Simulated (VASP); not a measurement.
# Ir3F in VASP: further runs, part 2 of 2

VASP 6.6.1. The steps go on from the part before.

### Step 3. Single point, PBE

INCAR reads:

```
SYSTEM = Ir3F
PREC = Accurate
ENCUT = 520
EDIFF = 1E-7
ISMEAR = 0
SIGMA = 0.1
LREAL = .False.
LASPH = .True.
NELM = 60
ALGO = Normal
ISIF = 2
LWAVE = .False.
LCHARG = .False.
LDIPOL = .True.
IDIPOL = 3
DIPOL = 0.5 0.5 0.348
GGA = PE
NBANDS = 25
```

KPOINTS reads:

```
regular mesh
0
Gamma
  10 10 1
  0 0 0
```

POSCAR reads:

```
Ir3F
1.0
    2.7367600872      0.0000000000      0.0000000000
    0.0000000000      2.7367600872      0.0000000000
    0.0000000000      0.0000000000     19.1883373424
Ir F
3 1
Direct
    0.5000000000      0.5000000000      0.2084599582
    0.0000000000      0.0000000000      0.3045662607
    0.5000000000      0.5000000000      0.4006776202
    1.0000000000      1.0000000000      0.4785351458
```

Potentials or basis: VASP PAW PBE potentials, release 64 (Ir, F).

The run is started by

```sh
cat potpaw_PBE.64/Ir/POTCAR potpaw_PBE.64/F/POTCAR > POTCAR
mpirun -np 1 vasp_std > vasp.out
```

OUTCAR:

```text
SYSTEM = Ir3F
   PREC = Accurate
   ENCUT = 520
   EDIFF = 1E-7
   ISMEAR = 0
   LREAL = .False.
   LASPH = .True.
   NELM = 60
   ISIF = 2
   GGA = PE

 ion  position               nearest neighbor table
   1  0.500  0.500  0.208-   2 2.67   2 2.67   2 2.67   2 2.67
   2  0.000  0.000  0.305-   1 2.67   1 2.67   1 2.67   1 2.67   3 2.67   3 2.67   3 2.67   3 2.67

   3  0.500  0.500  0.401-   4 2.44   4 2.44   4 2.44   4 2.44   2 2.67   2 2.67   2 2.67   2 2.67

   4  0.000  0.000  0.479-   3 2.44   3 2.44   3 2.44   3 2.44

  LATTYP: Found a simple tetragonal cell.
 ALAT       =     2.7367600872
 C/A-ratio  =     7.0113333763

  Lattice vectors:

 A1 = (   2.7367600872,   0.0000000000,   0.0000000000)
 A2 = (   0.0000000000,   2.7367600872,   0.0000000000)
 A3 = (   0.0000000000,   0.0000000000,  19.1883373424)

Analysis of symmetry for initial positions (statically):
=====================================================================
 Subroutine PRICEL returns:
 Original cell was already a primitive cell.

 Routine SETGRP: Setting up the symmetry group for a
 simple tetragonal supercell.

 Subroutine GETGRP returns: Found  8 space group operations
 (whereof  8 operations were pure point group operations)
 out of a pool of 16 trial point group operations.

The static configuration has the point symmetry C_4v.

Analysis of symmetry for dynamics (positions and initial velocities):
=====================================================================
 Subroutine PRICEL returns:
 Original cell was already a primitive cell.

 Routine SETGRP: Setting up the symmetry group for a
 simple tetragonal supercell.

 Subroutine GETGRP returns: Found  8 space group operations
 (whereof  8 operations were pure point group operations)
 out of a pool of 16 trial point group operations.

The dynamic configuration has the point symmetry C_4v.
[... 122 lines left out ...]
  Thomas-Fermi vector in A             =   2.145619
   LORBIT       =      0    0 simple, 1 ext, 2 COOP (PROOUT), +10 PAW based schemes
   GGA     = PE    functional components
   LHFCALC =     F    Hartree Fock is set to
   AEXX    =    0.0000 exact exchange contribution
   IVDW    =     0    specifies the selected vdW correction
   LEPSILON=     F    determine dielectric tensor
   LRPA    =     F    only Hartree local field effects (RPA)
 non-spin polarized calculation
 Gauss-broadening in eV      SIGMA  =   0.10
  energy-cutoff  :      520.00
  volume of cell :      143.72
 maximum number of plane-waves:      3910
   NGX = 11   NGY = 11   NGZ = 71

 dipolmoment           0.000000      0.000000     -0.067429 electrons x Angstroem

 number of electron      33.9999993 magnetization

 dipolmoment           0.000000      0.000000      0.104982 electrons x Angstroem

 Free energy of the ion-electron system (eV)
  ---------------------------------------------------
  ext. energy  EPLUGINS =         0.00000000
  ---------------------------------------------------
  free energy    TOTEN  =       -27.47265114 eV

  energy without entropy =      -27.44813658  energy(sigma->0) =      -27.46039386

 E-fermi :  -1.1178     XC(G=0):  -5.6303

 val. band max:       -1.1513129216   @ k =   0.4000   0.2000   0.0000
 cond. band min:      -1.1100967112   @ k =   0.4000   0.4000   0.0000
 fundamental gap:      0.0412162105
 Fermi energy:        -1.1177991930

 k-point     1 :       0.0000    0.0000    0.0000
  band No.  band energies     occupation
      1     -23.8622      2.00000
      2     -11.0313      2.00000
      3      -8.6924      2.00000
      4      -8.1315      2.00000
      5      -8.0478      2.00000
      6      -6.2657      2.00000
[... 577 lines left out ...]
     24       7.4844      0.00000
     25       7.8764      0.00000

------------------------ aborting loop because EDIFF is reached ----------------------------------------

 vacuum level on the upper side and lower side of the slab       (xc-potential included)         1.224        -1.241

  FORCE on cell =-STRESS in cart. coord.  units (eV):
  Direction    XX          YY          ZZ          XY          YZ          ZX
  --------------------------------------------------------------------------------------
  -------------------------------------------------------------------------------------
  Total       -0.9037005     -0.9037005     -0.6663577      0.0000000      0.0000000      0.0000000
  in kB      -10.0745183    -10.0745183     -7.4286038      0.0000000      0.0000000      0.0000000
  external PRESSURE =      -9.1925468 kB  Pullay stress =       0.0000000 kB

 VOLUME and BASIS-vectors are now :
 -----------------------------------------------------------------------------
  energy-cutoff  :      520.00
  volume of cell :      143.72
      direct lattice vectors                 reciprocal lattice vectors
     2.736760087  0.000000000  0.000000000     0.365395566  0.000000000  0.000000000
     0.000000000  2.736760087  0.000000000     0.000000000  0.365395566  0.000000000
     0.000000000  0.000000000 19.188337342     0.000000000  0.000000000  0.052114990

 POSITION                                       TOTAL-FORCE (eV/Angst)
 -----------------------------------------------------------------------------------
      1.36838      1.36838      4.00000         0.000000     -0.000000     -0.050842
      0.00000      0.00000      5.84412         0.000000      0.000000      0.430312
      1.36838      1.36838      7.68834         0.000000     -0.000000     -0.380178
      0.00000      0.00000      9.18229         0.000000     -0.000000      0.000708
 -----------------------------------------------------------------------------------
    total drift:                               -0.000000      0.000000     -0.001480

  FREE ENERGIE OF THE ION-ELECTRON SYSTEM (eV)
  ---------------------------------------------------
  free  energy   TOTEN  =       -27.4726511402 eV

  energy  without entropy=      -27.4481365840  energy(sigma->0) =      -27.46039386

 vacuum level on the upper side and lower side of the slab         6.615         4.080
```

OSZICAR:

```text
N       E                     dE             d eps       ncg     rms          rms(c)
DAV:   1     0.351515428224E+03    0.35152E+03   -0.14255E+04  1050   0.117E+03
DAV:   2     0.807684176818E+01   -0.34344E+03   -0.30650E+03  1086   0.351E+02
DAV:   3    -0.293603559616E+02   -0.37437E+02   -0.35626E+02  1470   0.113E+02
[... 20 lines left out ...]
DAV:  24    -0.274726518751E+02   -0.16214E-05   -0.77548E-07  1166   0.794E-03    0.584E-03
DAV:  25    -0.274726519778E+02   -0.10263E-06   -0.80551E-08   926   0.272E-03    0.591E-03
DAV:  26    -0.274726512136E+02    0.76412E-06   -0.18745E-06   880   0.879E-03    0.133E-03
DAV:  27    -0.274726510627E+02    0.15092E-06   -0.10851E-07   923   0.262E-03    0.999E-04
DAV:  28    -0.274726511402E+02   -0.77463E-07   -0.25992E-08   792   0.149E-03
   1 F= -.27472651E+02 E0= -.27460394E+02  d E =-.245146E-01
```

stdout:

```text
POSCAR found type information on POSCAR IrF
 POSCAR found :  2 types and       4 ions
 scaLAPACK will be used
 LDA part: xc-table for (Slater+PW92), standard interpolation
 POSCAR, INCAR and KPOINTS ok, starting setup
 FFT: planning ... GRIDC
 FFT: planning ... GRID_SOFT
 FFT: planning ... GRID
 WAVECAR not read
 entering main loop
```

It took 87 s on 1 thread of Intel Xeon Platinum 8488C (Sapphire Rapids), shared host; peak memory 0.25 GiB.

What came out:

- Free energy: -27.4727 eV
- Largest force: 0.430 eV/Å
- Band gap on the k mesh: zero (band 17 reaches -0.09 eV, above the bottom of band 18 at -1.66 eV)

Forces in eV/Å, atoms in the order of the input:
```
Ir   0.000  0.000 -0.051
Ir   0.000  0.000  0.430
Ir   0.000  0.000 -0.380
F    0.000  0.000  0.001
```

Caveat: spin-orbit coupling is left out, which moves the levels of the heavy elements.
